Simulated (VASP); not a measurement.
Write the native input for VASP 6.6.1 that does the following.

* Task: single point
* Functional: PBE
* Potentials or basis: VASP PAW PBE potentials, release 64 (Ga_d, N)
* Cutoff: 520 eV
* k mesh: 10 × 10 × 10
* Occupations: fermi-dirac, width 0.02 eV
* Spin: no spin polarisation
* Dipole correction: no
* Further INCAR settings: ALGO = Normal; EDIFF = 1e-07; NBANDS = 16

The structure of GaN lies in POSCAR:

```
GaN
1.0
    0.0000000000      2.2489525436      2.2489525436
    2.2489525436      0.0000000000      2.2489525436
    2.2489525436      2.2489525436      0.0000000000
Ga N
1 1
Direct
    0.0000000000      0.0000000000      0.0000000000
    0.2500000000      0.2500000000      0.2500000000
```

The input as run:

INCAR

```
SYSTEM = GaN
PREC = Accurate ; ENCUT = 520
EDIFF = 1E-7 ; ISMEAR = -1
SIGMA = 0.02 ; LREAL = .False.
LASPH = .True. ; NELM = 100
ALGO = Normal ; ISIF = 2
LWAVE = .False. ; LCHARG = .False.
GGA = PE ; NBANDS = 16
```

KPOINTS

```
Automatic mesh
0
Gamma
  10 10 10
  0 0 0
```

Potentials or basis: VASP PAW PBE potentials, release 64 (Ga_d, N).

Launch:

```sh
$ cat potpaw_PBE.64/Ga_d/POTCAR potpaw_PBE.64/N/POTCAR > POTCAR
$ mpirun -np 1 vasp_std > vasp.out
```

It gave:

- Pressure: 6.2 GPa
- Band gap on the k mesh: 1.76 eV, direct

Wall time 12 s on 1 thread of Intel(R) Xeon(R) Platinum 8259CL CPU @ 2.50GHz (Skylake/Cascade Lake) (shared host), peak memory 0.15 GiB.
